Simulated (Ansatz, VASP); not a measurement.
**Zn4S in VASP and in Ansatz**

Contents of INCAR:

```
  ALGO = Normal
  EDIFF = 1E-6
  ENCUT = 520
  GGA = PE
  ISIF = 2
  ISMEAR = 0
  LASPH = True
  LCHARG = False
  LREAL = False
  LWAVE = False
  NBANDS = 35
  NELM = 60
  PREC = Accurate
  SIGMA = 0.1
```

KPOINTS

```
k-points
0
Gamma
  4 4 4
```

The input POSCAR:

```
Zn4S
1.0
   -2.8717938700      2.8717938700      2.8717938700
    2.8717938700     -2.8717938700      2.8717938700
    2.8717938700      2.8717938700     -2.8717938700
Zn S
4 1
Direct
    0.5000000000      0.5000000000      0.5000000000
    0.0000000000      0.0000000000      0.5000000000
    0.0000000000      0.5000000000      0.0000000000
    0.5000000000      0.0000000000      0.0000000000
    0.0000000000      0.0000000000      0.0000000000
```

Input for Ansatz:

```yaml
crystal:
  lattice:
    - [-2.87179387, 2.87179387, 2.87179387]
    - [2.87179387, -2.87179387, 2.87179387]
    - [2.87179387, 2.87179387, -2.87179387]
  atoms:
    - { symbol: Zn, position: [0.5, 0.5, 0.5] }
    - { symbol: Zn, position: [0.0, 0.0, 0.5] }
    - { symbol: Zn, position: [0.0, 0.5, 0.0] }
    - { symbol: Zn, position: [0.5, 0.0, 0.0] }
    - { symbol: S, position: [0.0, 0.0, 0.0] }
basis:
  ecutwfc: 420
kpoints:
  mp_grid: { grid: [4, 4, 4] }
hamiltonian:
  xc: pbe
scf:
  occupations: { method: gaussian, width: 0.1 }
  lower_state_search: "off"
output:
  forces: true
  stress: true
  eigenvalues: true
```

Alike in both runs: task single point; functional PBE; k mesh 4 × 4 × 4; occupations gaussian, width 0.1 eV; no spin polarisation.

|  | VASP | Ansatz |
| --- | --- | --- |
| version | VASP 6.6.1 | Ansatz 0.2.0 |
| potentials or method | VASP PAW PBE potentials, release 64 (Zn, S), cutoff 520 eV | scalar-relativistic, plane waves, PAW |
| valence electrons in the cell | 54 | 54 |

|  | VASP | Ansatz | Ansatz less VASP |
| --- | --- | --- | --- |
| gap on the k mesh at the Fermi level (eV) | none | none | - |
| pressure (GPa) | 1.4 | 1.2 | -0.19 |

A gap of «none» marks a metal or a gap that the smearing closes.

The k mesh is coarse, so the values compare programs but aren't converged.
